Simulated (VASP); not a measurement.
Set up this calculation in VASP 6.6.1, as the native input.

- Task: relaxation of cell and atoms
- Functional: PBEsol
- Potentials or basis: VASP PAW PBE potentials, release 64 (K_sv, Cl)
- Cutoff: 600 eV
- k mesh: 6 × 6 × 6
- Occupations: fermi-dirac, width 0.03 eV
- Spin: no spin polarisation
- Dipole correction: no
- Further INCAR settings: ALGO = Normal; EDIFF = 1e-07; IBRION = 2; EDIFFG = -0.01; NSW = 100; ISIF = 3

The structure of KCl lies in POSCAR:

```
KCl
1.0
    0.0000000000      3.1418713000      3.1418713000
    3.1418713000      0.0000000000      3.1418713000
    3.1418713000      3.1418713000      0.0000000000
K Cl
1 1
Direct
    0.0000000000      0.0000000000      0.0000000000
    0.2500000000      0.2500000000      0.2500000000
```

These files were run (other wordings do the same):

INCAR

```
PREC = Accurate
ENCUT = 600
EDIFF = 1E-7
ISMEAR = -1
SIGMA = 0.03
LREAL = False
LASPH = True
NELM = 60
ALGO = Normal
ISIF = 3
LWAVE = False
LCHARG = False
GGA = PS
IBRION = 2
NSW = 100
EDIFFG = -0.01
```

KPOINTS

```
regular mesh
0
Gamma
  6 6 6
```

Potentials or basis: VASP PAW PBE potentials, release 64 (K_sv, Cl).

Command:

```bash
$ cat potpaw_PBE.64/K_sv/POTCAR potpaw_PBE.64/Cl/POTCAR > POTCAR
$ mpirun -np 1 vasp_std > vasp.out
```

It gave:

The relaxed volume is 42.13 Å³/atom, the relaxed cell is a = 4.921 Å, b = 4.921 Å, c = 4.921 Å, α = 60.00°, β = 60.00°, γ = 60.00° and the space group after relaxing (to 0.1 Å) is F-43m (No. 216). The energy gained by relaxing is 199.2 meV/atom, the ionic steps are 5 and the pressure after relaxing is 0.0 GPa. The band gap on the k mesh is 4.84 eV (least direct gap 4.89 eV).

Caveat: the volume moved by over 15 % at a fixed basis, so the end points are rough; the PAW data sets were made with another functional, which shifts forces and pressure a little.

It took 120 s on 1 thread of Intel(R) Xeon(R) Platinum 8259CL CPU @ 2.50GHz (Skylake/Cascade Lake), on a shared host, peak memory 0.21 GiB.
